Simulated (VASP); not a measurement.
Wanted: the native input for a VASP 6.6.1 run.

```
Task                   : relaxation of cell and atoms
Functional             : BLYP
Potentials or basis    : VASP PAW PBE potentials, release 64 (Fe)
Cutoff                 : 600 eV
k mesh                 : 15 × 15 × 15
Occupations            : fermi-dirac, width 0.05 eV
Spin                   : collinear spin, ferromagnetic start
Starting moments       : [2.5] μB
Dipole correction      : no
Further INCAR settings : ALGO = Normal; EDIFF = 1e-06; IBRION = 2; EDIFFG = -0.01; NSW = 80; ISIF = 3
```

The structure of Fe lies in POSCAR:

```
Fe
1.0
   -1.4332500000      1.4332500000      1.4332500000
    1.4332500000     -1.4332500000      1.4332500000
    1.4332500000      1.4332500000     -1.4332500000
Fe
1
Direct
    0.0000000000      0.0000000000      0.0000000000
```

These files were run (other wordings do the same):

INCAR

```
SYSTEM = Fe
PREC     = Accurate       ! precision mode
ENCUT    = 600            ! plane-wave cutoff, eV
EDIFF    = 1E-6           ! SCF threshold, eV
ISMEAR   = -1             ! smearing method
SIGMA    = 0.05           ! smearing width, eV
LREAL    = .FALSE.        ! projectors in reciprocal space
LASPH    = .TRUE.         ! aspherical terms in the spheres
NELM     = 150            ! most SCF steps
ALGO     = Normal         ! electronic algorithm
ISIF     = 3              ! what is computed and relaxed
LWAVE    = .FALSE.        ! write WAVECAR
LCHARG   = .FALSE.        ! write CHGCAR
ISPIN    = 2              ! spin polarisation
MAGMOM   = 2.5            ! initial moments
LORBIT   = 11             ! projections on sites
LMAXMIX  = 4              ! l up to which the mixer works
GGA      = B5             ! functional
ALDAX    = 1.0          
AGGAX    = 1.0          
AGGAC    = 1.0          
ALDAC    = 0.0          
IBRION   = 2              ! ionic algorithm
NSW      = 80             ! ionic steps
EDIFFG   = -0.01          ! ionic threshold
```

KPOINTS

```
regular mesh
0
G
  15 15 15
  0 0 0
```

Potentials or basis: VASP PAW PBE potentials, release 64 (Fe).

Launch:

```bash
$ cat potpaw_PBE.64/Fe/POTCAR > POTCAR
$ mpirun -np 1 vasp_std > vasp.out
```

It gave:

```yaml
Relaxed_volume: 11.90 Å³/atom
Relaxed_cell: a = 2.491 Å, b = 2.491 Å, c = 2.491 Å, α = 109.47°, β = 109.47°, γ = 109.47°
Space_group_after_relaxing_to_0.05_Å: Im-3m (No. 229)
Energy_gained_by_relaxing: 0.7 meV/atom
Ionic_steps: 3
Pressure_after_relaxing: 0.0 GPa
Net_moment: 2.25 μB per cell
Site_moments: Fe +2.25 μB
Valence_electrons_inside_the_program's_atomic_spheres: Fe 7.22
```

Caveat: the PAW data sets were made with another functional, which shifts forces and pressure a little.

Run time: 31 s on 1 thread of Intel(R) Xeon(R) 6975P-C (Granite Rapids) (shared host), peak memory 0.15 GiB.
